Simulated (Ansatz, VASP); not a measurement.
## Two plane-wave programs on KF

```
K F
1.0
    -0.08220    2.54128    2.54128
     2.54128   -0.08220    2.54128
     2.54128    2.54128   -0.08220
K F
1 1
Direct
  0.00000 0.00000 0.00000
  0.50000 0.50000 0.50000
```

Alike in both runs: task single point; functional LDA; k mesh 8 × 8 × 8; occupations gaussian, width 0.05 eV; no spin polarisation.

|  | VASP | Ansatz |
| --- | --- | --- |
| version | VASP 6.6.1 | Ansatz 0.2.0 |
| potentials or method | VASP PAW LDA potentials, release 64 (K_sv, F), cutoff 520 eV | scalar-relativistic, plane waves, PAW |
| valence electrons in the cell | 16 | 16 |

```tsv
	VASP	Ansatz	Ansatz less VASP
gap on the k mesh at the Fermi level (eV)	6.31	6.33	+0.019
least direct gap on the mesh (eV)	6.31	6.33	+0.019
pressure (GPa)	0.2	-0.1	-0.24
traceless stress, the component that is largest in VASP (GPa)	0.38	0.39	+0.011
```

LDA's correlation is that of Perdew and Zunger in VASP and of Perdew and Wang (1992) in Ansatz.
